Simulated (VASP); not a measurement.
# B16HN15 (a cell with a defect) in VASP: single point with PBE

Aim: the single point of B16HN15 (a cell with a defect) with PBE.

Program: VASP 6.6.1. These are calculated values, not measurements. Logs are shortened: lines on timing, memory, paths and dates and some standing lists are left out, and cuts for length are marked.

## Step 1: The cell of the first run

The cell holds a defect, 32 atoms: a = 6.277 Å, b = 6.277 Å, c = 6.277 Å, α = 109.47°, β = 109.47°, γ = 109.47°.

## Step 2: Single point, PBE

The input, INCAR:

```
  ALGO = Normal
  EDIFF = 1E-6
  ENCUT = 520
  GGA = PE
  GGA_COMPAT = F
  ISIF = 2
  ISMEAR = -1
  LASPH = T
  LCHARG = F
  LREAL = Auto
  LWAVE = F
  NBANDS = 84
  NELM = 120
  PREC = Accurate
  SIGMA = 0.01
```

The input, KPOINTS:

```
Automatic mesh
0
Gamma
  2 2 2
  0.5 0.5 0.5
```

The input, POSCAR:

```
B16HN15
1.0
   -3.6241103844      3.6241103844     -3.6241103844
    3.6241103844      3.6241103844      3.6241103844
    3.6241103844     -3.6241103844     -3.6241103844
B N H
16 15 1
Direct
   -0.0067092871     -0.0106016801     -0.0072235157
    0.0081235873      0.2491536629      0.7512373064
   -0.0026401072      0.5011256463      0.5049488493
    0.0059328976      0.7531341127      0.2548544357
    0.2534662821     -0.0028655958      0.7448381094
    0.2254324104      0.2491718908      0.4809782579
    0.2530625293      0.5088969584      0.2525157551
    0.2553820215      0.7531370085      0.0054152191
    0.5401020775      0.0350626795      0.5395935095
    0.4814037017      0.2491358488      0.2248779103
    0.5054800756      0.5011574823     -0.0031328447
    0.5019605716      0.7451964469      0.7508908313
    0.7453761421     -0.0028522270      0.2529510922
    0.7517737083      0.2491707704      0.0076504611
    0.7541752166      0.4632476510      0.7536879604
    0.7514002879      0.7451793657      0.5014247779
   -0.0084222523     -0.0041932958      0.2446750213
    0.0027375018      0.2491542026      0.0022293669
    0.0110802877      0.4998956973      0.7580257973
    0.0021112995      0.7491369552      0.5015821762
    0.2451638682     -0.0042136431     -0.0090332363
    0.2604435612      0.2491427307      0.7423057398
    0.2449187861      0.5025027053      0.4980121322
    0.2616289703      0.7687491569      0.2610952386
    0.5077952876     -0.0015898220      0.7598325936
    0.4985405024      0.5025275370      0.2443530843
    0.5021241304      0.7491542511      0.0015895267
    0.7603360805     -0.0016135888      0.5072633371
    0.7428459986      0.2491333211      0.2599249328
    0.7585635018      0.4999238871      0.0105847642
    0.7420319021      0.7295710122      0.7415137953
    0.3935191156      0.2491589430      0.3927807707
```

Potentials or basis: VASP PAW PBE potentials, release 64 (B, N, H).

Command:

```console
cat potpaw_PBE.64/B/POTCAR potpaw_PBE.64/N/POTCAR potpaw_PBE.64/H/POTCAR > POTCAR
mpirun -np 1 vasp_std > vasp.out
```

OUTCAR:

```text
EDIFF = 1E-6
   ENCUT = 520
   GGA = PE
   ISIF = 2
   ISMEAR = -1
   LASPH = T
   LREAL = Auto
   NELM = 120
   PREC = Accurate

 ion  position               nearest neighbor table
   1  0.993  0.989  0.993-  17 1.57  21 1.57  18 1.59  31 1.60
   2  0.008  0.249  0.751-  19 1.55  28 1.55  18 1.59  22 1.60
   3  0.997  0.501  0.505-  20 1.55  19 1.56  23 1.57  29 1.57
   4  0.006  0.753  0.255-  30 1.56  24 1.56  20 1.57  17 1.58
   5  0.253  0.997  0.745-  20 1.55  25 1.56  21 1.57  22 1.57
   6  0.225  0.249  0.481-  32 1.35  23 1.52  17 1.52  22 1.58
   7  0.253  0.509  0.253-  26 1.57  23 1.57  18 1.59  24 1.60
   8  0.255  0.753  0.005-  19 1.56  24 1.56  27 1.57  21 1.58
   9  0.540  0.035  0.540-  25 1.54  28 1.54  24 1.72
  10  0.481  0.249  0.225-  32 1.34  21 1.52  26 1.52  29 1.58
  11  0.505  0.501  0.997-  27 1.55  30 1.56  26 1.57  22 1.57
  12  0.502  0.745  0.751-  25 1.56  31 1.56  27 1.57  23 1.58
  13  0.745  0.997  0.253-  27 1.55  28 1.56  17 1.57  29 1.57
  14  0.752  0.249  0.008-  30 1.55  25 1.55  18 1.59  29 1.60
  15  0.754  0.463  0.754-  30 1.54  19 1.54  31 1.72
  16  0.751  0.745  0.501-  28 1.56  31 1.56  20 1.57  26 1.58
  17  0.992  0.996  0.245-   6 1.52  13 1.57   1 1.57   4 1.58
  18  0.003  0.249  0.002-  14 1.59   2 1.59   7 1.59   1 1.59
  19  0.011  0.500  0.758-  15 1.54   2 1.55   8 1.56   3 1.56
  20  0.002  0.749  0.502-   5 1.55   3 1.55   4 1.57  16 1.57
  21  0.245  0.996  0.991-  10 1.52   5 1.57   1 1.57   8 1.58
[... 8 lines left out ...]
  30  0.759  0.500  0.011-  15 1.54  14 1.55   4 1.56  11 1.56
  31  0.742  0.730  0.742-  12 1.56  16 1.56   1 1.60  15 1.72
  32  0.394  0.249  0.393-  10 1.34   6 1.35

  LATTYP: Found a body centered cubic cell.
 ALAT       =     7.2482207688

  Lattice vectors:

 A1 = (  -3.6241103844,   3.6241103844,  -3.6241103844)
 A2 = (   3.6241103844,   3.6241103844,   3.6241103844)
 A3 = (   3.6241103844,  -3.6241103844,  -3.6241103844)

Analysis of symmetry for initial positions (statically):
=====================================================================
 Subroutine PRICEL returns:
 Original cell was already a primitive cell.

 Routine SETGRP: Setting up the symmetry group for a
 body centered cubic supercell.

 Subroutine GETGRP returns: Found  1 space group operations
 (whereof  1 operations were pure point group operations)
 out of a pool of 48 trial point group operations.

The static configuration has the point symmetry C_1 .

Analysis of symmetry for dynamics (positions and initial velocities):
=====================================================================
 Subroutine PRICEL returns:
 Original cell was already a primitive cell.

 Routine SETGRP: Setting up the symmetry group for a
 body centered cubic supercell.

 Subroutine GETGRP returns: Found  1 space group operations
 (whereof  1 operations were pure point group operations)
 out of a pool of 48 trial point group operations.

The dynamic configuration has the point symmetry C_1 .

 Subroutine INISYM returns: Found  1 space group operations
 (whereof  1 operations are pure point group operations),
 and found     1 'primitive' translations

----------------------------------------------------------------------------------------

                                     Primitive cell

  volume of cell :     190.3988

  direct lattice vectors                    reciprocal lattice vectors
    -3.624110384  3.624110384 -3.624110384     0.000000000  0.137964893 -0.137964893
     3.624110384  3.624110384  3.624110384     0.137964893  0.137964893  0.000000000
     3.624110384 -3.624110384 -3.624110384     0.137964893  0.000000000 -0.137964893

  length of vectors
     6.277143318  6.277143318  6.277143318     0.195111822  0.195111822  0.195111822

  position of ions in fractional coordinates (direct lattice)
     0.993290713  0.989398320  0.992776484
     0.008123587  0.249153663  0.751237306
     0.997359893  0.501125646  0.504948849
     0.005932898  0.753134113  0.254854436
     0.253466282  0.997134404  0.744838109
     0.225432410  0.249171891  0.480978258
[... 24 lines left out ...]
     0.742031902  0.729571012  0.741513795
     0.393519116  0.249158943  0.392780771

  ion indices of the primitive-cell ions
   primitive index   ion index
                 1           1
                 2           2
                 3           3
                 4           4
                 5           5
                 6           6
[... 24 lines left out ...]
                31          31
                32          32

----------------------------------------------------------------------------------------

 KPOINTS: Automatic mesh

Automatic generation of k-mesh.
 Grid dimensions read from file:
 generate k-points for:    2    2    2

 Generating k-lattice:

  Cartesian coordinates                     Fractional coordinates (reciprocal lattice)
     0.000000000  0.068982446 -0.068982446     0.500000000  0.000000000  0.000000000
     0.068982446  0.068982446  0.000000000     0.000000000  0.500000000  0.000000000
     0.068982446  0.000000000 -0.068982446     0.000000000  0.000000000  0.500000000

  Length of vectors
     0.097555911  0.097555911  0.097555911

  Shift w.r.t. Gamma in fractional coordinates (k-lattice)
     0.500000000  0.500000000  0.500000000

 Subroutine IBZKPT returns following result:
 ===========================================

 Found      4 irreducible k-points:

 Following reciprocal coordinates:
            Coordinates               Weight
  0.250000  0.250000  0.250000      2.000000
 -0.250000  0.250000  0.250000      2.000000
  0.250000 -0.250000  0.250000      2.000000
  0.250000  0.250000 -0.250000      2.000000
   k-points           NKPTS =      4   k-points in BZ     NKDIM =      4   number of bands    NBANDS=     84
   number of dos      NEDOS =    301   number of ions     NIONS =     32
   total plane-waves  NPLWV = 110592
   dimension x,y,z NGX =    48 NGY =   48 NGZ =   48
   dimension x,y,z NGXF=    96 NGYF=   96 NGZF=   96
   ions per type =              16  15   1
   NGX,Y,Z   is equivalent  to a cutoff of  12.71, 12.71, 12.71 a.u.
   NGXF,Y,Z  is equivalent  to a cutoff of  25.42, 25.42, 25.42 a.u.
 SYSTEM =  unknown system
   PREC   = accura    normal or accurate (medium, high low for compatibility)
   ISTART =      0    job   : 0-new  1-cont  2-samecut
   ICHARG =      2    charge: 1-file 2-atom 10-const
   ISPIN  =      1    spin polarized calculation?
   LNONCOLLINEAR =      F non collinear calculations
   LSORBIT =      F    spin-orbit coupling
   LASPH  =      T    aspherical Exc in radial PAW
   ENCUT  =  520.0 eV  38.22 Ry    6.18 a.u.  11.67 11.67 11.67*2*pi/ulx,y,z
   NELM   =    120;   NELMIN=  2; NELMDL= -5     # of ELM steps
   EDIFF  = 0.1E-05   stopping-criterion for ELM
   LREAL  =      T    real-space projection
   EDIFFG = 0.1E-04   stopping-criterion for IOM
   NSW    =      0    number of steps for IOM
[... 5 lines left out ...]
   TEBEG  =    0.0;   TEEND  =   0.0 temperature during run
   PSTRESS=    0.0 pullay stress
   NELECT =     124.0000    total number of electrons
   NUPDOWN=      -1.0000    fix difference up-down
   EMIN   =  10.00;   EMAX   =-10.00  energy-range for DOS
   EFERMI =   0.00;   METHOD = LEGACY
   ISMEAR =    -1;   SIGMA  =   0.01  broadening in eV -4-tet -1-fermi 0-gaus
   EFERMI_NEDOS =   21; number of points for ismear=-14 and -15
   IALGO  =     38    algorithm
   IMIX   =      4    mixing-type and parameters
     AMIX     =   0.40;   BMIX     =  1.00
     AMIX_MAG =   1.60;   BMIX_MAG =  1.00
  volume/ion in A,a.u.               =       5.95        40.15
  Fermi-wavevector in a.u.,A,eV,Ry     =   1.419038  2.681593 27.397622  2.013668
  Thomas-Fermi vector in A             =   2.540100
   LORBIT       =      0    0 simple, 1 ext, 2 COOP (PROOUT), +10 PAW based schemes
   GGA     = PE    functional components
   LHFCALC =     F    Hartree Fock is set to
   AEXX    =    0.0000 exact exchange contribution
   IVDW    =     0    specifies the selected vdW correction
   LEPSILON=     F    determine dielectric tensor
   LRPA    =     F    only Hartree local field effects (RPA)
 non-spin polarized calculation
  energy-cutoff  :      520.00
  volume of cell :      190.40
 maximum number of plane-waves:      5137
 NGX is ok and might be reduce to    48
   NGX = 23   NGY = 23   NGZ = 23

 number of electron     124.0000009 magnetization

 Free energy of the ion-electron system (eV)
  ---------------------------------------------------
  ext. energy  EPLUGINS =         0.00000000
  ---------------------------------------------------
  free energy    TOTEN  =      -266.48289726 eV

  energy without entropy =     -266.48289726  energy(sigma->0) =     -266.48289726

 E-fermi :   9.1418     XC(G=0): -12.6701

 val. band max:        8.8957499094   @ k =   0.2500   0.2500   0.2500
 cond. band min:      10.8803739433   @ k =  -0.2500   0.2500   0.2500
 fundamental gap:      1.9846240339
 Fermi energy:         9.1417833100

 k-point     1 :       0.2500    0.2500    0.2500
  band No.  band energies     occupation
      1     -11.7985      2.00000
      2     -11.7231      2.00000
      3     -11.6423      2.00000
      4     -11.1485      2.00000
      5      -8.8380      2.00000
      6      -8.7563      2.00000
[... 66 lines left out ...]
     73      14.9855      0.00000
     74      15.1523      0.00000

 k-point     2 :      -0.2500    0.2500    0.2500
  band No.  band energies     occupation
      1     -12.5594      2.00000
      2     -10.9071      2.00000
      3     -10.7730      2.00000
      4     -10.7102      2.00000
      5     -10.3039      2.00000
      6      -9.4406      2.00000
[... 66 lines left out ...]
     73      16.2175      0.00000
     74      16.4549      0.00000

 k-point     3 :       0.2500   -0.2500    0.2500
  band No.  band energies     occupation
      1     -12.5607      2.00000
      2     -10.8778      2.00000
      3     -10.8749      2.00000
      4     -10.5440      2.00000
      5     -10.4007      2.00000
      6      -9.3975      2.00000
[... 66 lines left out ...]
     73      16.0777      0.00000
     74      16.2938      0.00000

 k-point     4 :       0.2500    0.2500   -0.2500
  band No.  band energies     occupation
      1     -12.5593      2.00000
      2     -10.9072      2.00000
      3     -10.7730      2.00000
      4     -10.7102      2.00000
      5     -10.3037      2.00000
      6      -9.4406      2.00000
[... 66 lines left out ...]
     73      16.2172      0.00000
     74      16.4549      0.00000
 [bands above 74 left out]

------------------------ aborting loop because EDIFF is reached ----------------------------------------

  FORCE on cell =-STRESS in cart. coord.  units (eV):
  Direction    XX          YY          ZZ          XY          YZ          ZX
  --------------------------------------------------------------------------------------
  -------------------------------------------------------------------------------------
  Total       -6.2315534     -6.2347649     18.7326584     -3.7218265      0.0258467     -0.0231637
  in kB      -52.4375827    -52.4646071    157.6324964    -31.3186086      0.2174961     -0.1949187
  external PRESSURE =      17.5767689 kB  Pullay stress =       0.0000000 kB

 VOLUME and BASIS-vectors are now :
 -----------------------------------------------------------------------------
  energy-cutoff  :      520.00
  volume of cell :      190.40
      direct lattice vectors                 reciprocal lattice vectors
    -3.624110384  3.624110384 -3.624110384     0.000000000  0.137964893 -0.137964893
     3.624110384  3.624110384  3.624110384     0.137964893  0.137964893  0.000000000
     3.624110384 -3.624110384 -3.624110384     0.137964893  0.000000000 -0.137964893

 POSITION                                       TOTAL-FORCE (eV/Angst)
 -----------------------------------------------------------------------------------
      3.58383      3.58755     -3.61204        -0.006102     -0.001134      0.099487
      3.59609     -1.79017     -1.84905        -0.000277     -0.001642     -0.130147
      0.03158      3.60069     -3.62840         0.045947      0.035057      0.029212
      3.63156      1.82732      1.78432         0.033699     -0.043712     -0.028555
      5.39451      1.83294     -0.00424        -0.044484     -0.033649      0.028009
      1.82915     -0.02310     -1.65708        -0.023565      0.021643      0.013726
[... 24 lines left out ...]
      2.64217      2.64592     -2.73249        -0.022262     -0.023104     -0.039209
      0.90030      0.90566     -1.94666         0.002362     -0.002910     -0.078135
 -----------------------------------------------------------------------------------
    total drift:                                0.000840      0.002658      0.008475

  FREE ENERGIE OF THE ION-ELECTRON SYSTEM (eV)
  ---------------------------------------------------
  free  energy   TOTEN  =      -266.4828972564 eV

  energy  without entropy=     -266.4828972564  energy(sigma->0) =     -266.48289726
```

It took 1.7 min on 1 thread of AMD EPYC 9R45 (Zen 5), shared host; peak memory 0.31 GiB.

Results:

| Property | Result |
| --- | --- |
| Free energy | -266.4829 eV |
| Pressure | 1.8 GPa |
| Largest force | 0.130 eV/Å |
| Band gap on the k mesh | 1.98 eV |

Forces on the atoms (eV/Å):
```
B   -0.006 -0.001  0.099
B    0.000 -0.002 -0.130
B    0.046  0.035  0.029
B    0.034 -0.044 -0.029
B   -0.044 -0.034  0.028
B   -0.024  0.022  0.014
B    0.006  0.004  0.100
B   -0.045  0.036 -0.024
B    0.057  0.054 -0.019
B    0.022 -0.018  0.015
B    0.033  0.047  0.030
B    0.042 -0.035 -0.028
B   -0.033 -0.044  0.027
B   -0.003  0.000 -0.127
B   -0.056 -0.055 -0.019
B   -0.036  0.042 -0.029
N    0.006  0.096  0.013
N   -0.002  0.001  0.009
N    0.017 -0.076  0.024
N   -0.001  0.000 -0.015
N    0.095  0.002  0.012
N   -0.014  0.017  0.047
N   -0.095 -0.006  0.012
N    0.023  0.020 -0.041
N   -0.019  0.078  0.023
N   -0.007 -0.096  0.013
N    0.000 -0.001 -0.014
N    0.081 -0.015  0.024
N    0.020 -0.017  0.049
N   -0.076  0.015  0.024
N   -0.022 -0.023 -0.039
H    0.002 -0.003 -0.078
```

Stress tensor (GPa, compression positive):
```
-5.24 -3.13 -0.02
-3.13 -5.25  0.02
-0.02  0.02 15.76
```

Levels at points of the mesh, in eV from the valence-band top:
```
           k point  band 59  band 60  band 61  band 62  band 63  band 64  band 65  band 66
(0.25, 0.25, 0.25)    -3.05    -2.90    -2.83     0.00     2.18     3.86     4.83     5.29
```

Caveat: the k points lie up to 0.61 Å⁻¹ apart.
